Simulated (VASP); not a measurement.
# Li (Im-3m) in VASP: further runs, part 2 of 2

VASP 6.6.1. Earlier steps stand in the parts before.

**3. Single point, revPBE (18.60 Å³/atom)**

This run uses another cell than the first one, of 18.60 Å³/atom.

INCAR

```
SYSTEM = Li
PREC = Accurate
ENCUT = 520
EDIFF = 1E-6
ISMEAR = -1
SIGMA = 0.1
LREAL = .False.
LASPH = .True.
NELM = 60
ALGO = Normal
ISIF = 2
LWAVE = .False.
LCHARG = .True.
GGA = RE
LELF = .True.
LVHAR = .True.
NBANDS = 8
```

KPOINTS

```
regular mesh
0
Gamma
  21 21 21
  0 0 0
```

POSCAR

```
Li
1.0
   -1.6691122688      1.6691122688      1.6691122688
    1.6691122688     -1.6691122688      1.6691122688
    1.6691122688      1.6691122688     -1.6691122688
Li
1
Direct
    0.0000000000      0.0000000000      0.0000000000
```

Potentials or basis: VASP PAW PBE potentials, release 64 (Li_sv).

Started as:

```sh
$ cat potpaw_PBE.64/Li_sv/POTCAR > POTCAR
$ mpirun -np 1 vasp_std > vasp.out
```

OUTCAR:

```text
SYSTEM = Li
   PREC = Accurate
   ENCUT = 520
   EDIFF = 1E-6
   ISMEAR = -1
   LREAL = .False.
   LASPH = .True.
   NELM = 60
   ISIF = 2
   GGA = RE

 ion  position               nearest neighbor table
   1  0.000  0.000  0.000-

  LATTYP: Found a body centered cubic cell.
 ALAT       =     3.3382245376

  Lattice vectors:

 A1 = (  -1.6691122688,   1.6691122688,   1.6691122688)
 A2 = (   1.6691122688,  -1.6691122688,   1.6691122688)
 A3 = (   1.6691122688,   1.6691122688,  -1.6691122688)

Analysis of symmetry for initial positions (statically):
=====================================================================
 Subroutine PRICEL returns:
 Original cell was already a primitive cell.

 Routine SETGRP: Setting up the symmetry group for a
 body centered cubic supercell.

 Subroutine GETGRP returns: Found 48 space group operations
 (whereof 48 operations were pure point group operations)
 out of a pool of 48 trial point group operations.

The static configuration has the point symmetry O_h .

Analysis of symmetry for dynamics (positions and initial velocities):
=====================================================================
 Subroutine PRICEL returns:
 Original cell was already a primitive cell.

 Routine SETGRP: Setting up the symmetry group for a
 body centered cubic supercell.

 Subroutine GETGRP returns: Found 48 space group operations
 (whereof 48 operations were pure point group operations)
 out of a pool of 48 trial point group operations.

The dynamic configuration has the point symmetry O_h .

 Subroutine INISYM returns: Found 48 space group operations
 (whereof 48 operations are pure point group operations),
 and found     1 'primitive' translations

----------------------------------------------------------------------------------------

                                     Primitive cell

  volume of cell :      18.6002

  direct lattice vectors                    reciprocal lattice vectors
    -1.669112269  1.669112269  1.669112269     0.000000000  0.299560437  0.299560437
     1.669112269 -1.669112269  1.669112269     0.299560437  0.000000000  0.299560437
     1.669112269  1.669112269 -1.669112269     0.299560437  0.299560437  0.000000000

  length of vectors
     2.890987253  2.890987253  2.890987253     0.423642432  0.423642432  0.423642432

  position of ions in fractional coordinates (direct lattice)
     0.000000000  0.000000000  0.000000000

  ion indices of the primitive-cell ions
   primitive index   ion index
                 1           1

----------------------------------------------------------------------------------------

 KPOINTS: regular mesh

Automatic generation of k-mesh.
 Grid dimensions read from file:
 generate k-points for:   21   21   21

 Generating k-lattice:

  Cartesian coordinates                     Fractional coordinates (reciprocal lattice)
     0.000000000  0.014264783  0.014264783     0.047619048  0.000000000  0.000000000
     0.014264783  0.000000000  0.014264783     0.000000000  0.047619048  0.000000000
     0.014264783  0.014264783  0.000000000     0.000000000  0.000000000  0.047619048

  Length of vectors
     0.020173449  0.020173449  0.020173449

  Shift w.r.t. Gamma in fractional coordinates (k-lattice)
     0.000000000  0.000000000  0.000000000

 Subroutine IBZKPT returns following result:
 ===========================================

 Found    286 irreducible k-points:

 Following reciprocal coordinates:
            Coordinates               Weight
  0.000000  0.000000  0.000000      1.000000
  0.047619  0.000000  0.000000     12.000000
  0.095238  0.000000  0.000000     12.000000
  0.142857  0.000000  0.000000     12.000000
  0.190476  0.000000  0.000000     12.000000
  0.238095  0.000000  0.000000     12.000000
[... 16 lines left out ...]
  0.142857  0.095238 -0.000000     48.000000
  0.190476  0.095238 -0.000000     48.000000
 [... further k-points ...]
   k-points           NKPTS =    286   k-points in BZ     NKDIM =    286   number of bands    NBANDS=      8
   number of dos      NEDOS =    301   number of ions     NIONS =      1
   total plane-waves  NPLWV =  13824
   dimension x,y,z NGX =    24 NGY =   24 NGZ =   24
   dimension x,y,z NGXF=    48 NGYF=   48 NGZF=   48
   ions per type =               1
   NGX,Y,Z   is equivalent  to a cutoff of  13.80, 13.80, 13.80 a.u.
   NGXF,Y,Z  is equivalent  to a cutoff of  27.60, 27.60, 27.60 a.u.
 SYSTEM =  Li
   PREC   = accura    normal or accurate (medium, high low for compatibility)
   ISTART =      0    job   : 0-new  1-cont  2-samecut
   ICHARG =      2    charge: 1-file 2-atom 10-const
   ISPIN  =      1    spin polarized calculation?
   LNONCOLLINEAR =      F non collinear calculations
   LSORBIT =      F    spin-orbit coupling
   LASPH  =      T    aspherical Exc in radial PAW
   ENCUT  =  520.0 eV  38.22 Ry    6.18 a.u.   5.38  5.38  5.38*2*pi/ulx,y,z
   NELM   =     60;   NELMIN=  2; NELMDL= -5     # of ELM steps
   EDIFF  = 0.1E-05   stopping-criterion for ELM
   LREAL  =      F    real-space projection
   EDIFFG = 0.1E-04   stopping-criterion for IOM
   NSW    =      0    number of steps for IOM
   IBRION =     -1    ionic relax: 0-MD 1-quasi-New 2-CG
   NFREE  =      0    steps in history (QN), initial steepest desc. (CG)
   ISIF   =      2    stress and relaxation
   ISYM   =      2    0-nonsym 1-usesym 2-fastsym
   POTIM  = 0.5000    time-step for ionic-motion
   TEBEG  =    0.0;   TEEND  =   0.0 temperature during run
   PSTRESS=    0.0 pullay stress
   NELECT =       3.0000    total number of electrons
   NUPDOWN=      -1.0000    fix difference up-down
   EMIN   =  10.00;   EMAX   =-10.00  energy-range for DOS
   EFERMI =   0.00;   METHOD = LEGACY
   ISMEAR =    -1;   SIGMA  =   0.10  broadening in eV -4-tet -1-fermi 0-gaus
   EFERMI_NEDOS =   21; number of points for ismear=-14 and -15
   IALGO  =     38    algorithm
   IMIX   =      4    mixing-type and parameters
     AMIX     =   0.40;   BMIX     =  1.00
     AMIX_MAG =   1.60;   BMIX_MAG =  1.00
  volume/ion in A,a.u.               =      18.60       125.52
  Fermi-wavevector in a.u.,A,eV,Ry     =   0.891134  1.683999 10.804657  0.794120
  Thomas-Fermi vector in A             =   2.012915
   LORBIT       =      0    0 simple, 1 ext, 2 COOP (PROOUT), +10 PAW based schemes
   GGA     = RE    functional components
   LHFCALC =     F    Hartree Fock is set to
   AEXX    =    0.0000 exact exchange contribution
   IVDW    =     0    specifies the selected vdW correction
   LEPSILON=     F    determine dielectric tensor
   LRPA    =     F    only Hartree local field effects (RPA)
 non-spin polarized calculation
  energy-cutoff  :      520.00
  volume of cell :       18.60
 maximum number of plane-waves:       531
 NGX is ok and might be reduce to    24
   NGX = 11   NGY = 11   NGZ = 11

 number of electron       3.0000005 magnetization

 Free energy of the ion-electron system (eV)
  ---------------------------------------------------
  ext. energy  EPLUGINS =         0.00000000
  ---------------------------------------------------
  free energy    TOTEN  =        -1.80067874 eV

  energy without entropy =       -1.78504907  energy(sigma->0) =       -1.79286391

 E-fermi :   0.9659     XC(G=0):  -7.1704

 val. band max:        0.9473832123   @ k =   0.2381   0.1905   0.0952
 cond. band min:       0.9682897556   @ k =   0.4286   0.0476   0.0000
 fundamental gap:      0.0209065432
 Fermi energy:         0.9659196007

 k-point     1 :       0.0000    0.0000    0.0000
  band No.  band energies     occupation
      1     -45.5879      2.00000
      2      -2.7421      2.00000
      3      16.7203      0.00000
      4      16.7203      0.00000
      5      16.7203      0.00000
      6      21.4350      0.00000
      7      21.4350      0.00000
      8      21.4350      0.00000
[... 243 lines left out ...]
 k-point    24 :       0.1905    0.0952   -0.0000
  band No.  band energies     occupation
      1     -45.5743      2.00000
      2      -1.4933      2.00000
      3      10.6477      0.00000
      4      12.6921      0.00000
      5      14.2064      0.00000
      6      18.5477      0.00000
      7      18.8534      0.00000
      8      21.8118      0.00000

 [... further k-points ...]

------------------------ aborting loop because EDIFF is reached ----------------------------------------

  FORCE on cell =-STRESS in cart. coord.  units (eV):
  Direction    XX          YY          ZZ          XY          YZ          ZX
  --------------------------------------------------------------------------------------
  -------------------------------------------------------------------------------------
  Total        0.2285892      0.2285892      0.2285892      0.0000000      0.0000000      0.0000000
  in kB       19.6901826     19.6901826     19.6901826      0.0000000      0.0000000      0.0000000
  external PRESSURE =      19.6901826 kB  Pullay stress =       0.0000000 kB

 VOLUME and BASIS-vectors are now :
 -----------------------------------------------------------------------------
  energy-cutoff  :      520.00
  volume of cell :       18.60
      direct lattice vectors                 reciprocal lattice vectors
    -1.669112269  1.669112269  1.669112269     0.000000000  0.299560437  0.299560437
     1.669112269 -1.669112269  1.669112269     0.299560437  0.000000000  0.299560437
     1.669112269  1.669112269 -1.669112269     0.299560437  0.299560437  0.000000000

 POSITION                                       TOTAL-FORCE (eV/Angst)
 -----------------------------------------------------------------------------------
      0.00000      0.00000      0.00000        -0.000000      0.000000     -0.000000
 -----------------------------------------------------------------------------------
    total drift:                                0.000000      0.000000     -0.000000

  FREE ENERGIE OF THE ION-ELECTRON SYSTEM (eV)
  ---------------------------------------------------
  free  energy   TOTEN  =        -1.8006787426 eV

  energy  without entropy=       -1.7850490691  energy(sigma->0) =       -1.79286391
```

stdout:

```text
POSCAR found type information on POSCAR Li
 POSCAR found :  1 types and       1 ions
 scaLAPACK will be used
 -----------------------------------------------------------------------------
|                                                                             |
|                                                                             |
|     You enforced a specific xc type in the INCAR file but a different       |
|     I HOPE YOU KNOW WHAT YOU ARE DOING!                                     |
|                                                                             |
 -----------------------------------------------------------------------------

 LDA part: xc-table for (Slater+PW92), standard interpolation
 POSCAR, INCAR and KPOINTS ok, starting setup
 FFT: planning ... GRIDC
 FFT: planning ... GRID_SOFT
 FFT: planning ... GRID
 WAVECAR not read
 entering main loop
```

It took 9.2 s on 1 thread of Intel Xeon 6975P-C (Granite Rapids), shared host; peak memory 0.15 GiB.

What came out:

* Free energy: -1.8007 eV
* Band gap on the k mesh: zero (an odd number of electrons rules out a gap without spin polarisation)

Caveat: the cutoff is under 1.25 times the usual one of these potentials, so pressure, stress and relaxed cells hold a basis-set (Pulay) error; the PAW data sets were made with another functional, which shifts forces and pressure a little.

**4. Single point, revPBE (19.45 Å³/atom)**

This run uses another cell than the first one, of 19.45 Å³/atom.

INCAR

```
PREC = Accurate ; ENCUT = 520
EDIFF = 1E-7 ; ISMEAR = -1
SIGMA = 0.1 ; LREAL = F
LASPH = T ; NELM = 100
ALGO = Normal ; ISIF = 2
LWAVE = F ; LCHARG = F
GGA = RE ; NBANDS = 8
```

KPOINTS

```
Automatic mesh
0
Gamma
  21 21 21
```

POSCAR

```
Li
1.0
   -1.6940280655      1.6940280655      1.6940280655
    1.6940280655     -1.6940280655      1.6940280655
    1.6940280655      1.6940280655     -1.6940280655
Li
1
Direct
    0.0000000000      0.0000000000      0.0000000000
```

Started as:

```sh
$ cat potpaw_PBE.64/Li_sv/POTCAR > POTCAR
$ mpirun -np 1 vasp_std > vasp.out
```

It took 10 s on 1 thread of Intel Xeon 6975P-C (Granite Rapids), shared host; peak memory 0.15 GiB.

Results (log left out):

* Free energy: -1.8096 eV
* Band gap on the k mesh: zero (an odd number of electrons rules out a gap without spin polarisation)

Levels at points of the mesh, in eV from the Fermi level:
```tsv
k point	band 1	band 2	band 3	band 4	band 5	band 6
(0.00, 0.00, 0.00)	-46.63	-3.65	15.27	15.27	15.27	19.89
```

Caveat: the cutoff is under 1.25 times the usual one of these potentials, so pressure, stress and relaxed cells hold a basis-set (Pulay) error; the PAW data sets were made with another functional, which shifts forces and pressure a little.

**5. Overview**

```csv
cell,k mesh,gap on the mesh (eV)
"a = 3.017 Å, angles 109.5°, 1 atom",13 × 13 × 13,none
"a = 2.891 Å, angles 109.5°, 1 atom",21 × 21 × 21,none
"a = 2.934 Å, angles 109.5°, 1 atom",21 × 21 × 21,none
```

Alike in all rows: task single point; level revPBE; potentials or basis VASP PAW PBE potentials, release 64 (Li_sv); no spin polarisation; cutoff (eV) 520; smearing fermi-dirac 0.1 eV.

Caveats: the cutoff is under 1.25 times the usual one of these potentials, so pressure, stress and relaxed cells hold a basis-set (Pulay) error; the PAW data sets were made with another functional, which shifts forces and pressure a little.

Absolute energies hang on the potentials; compare differences alone.
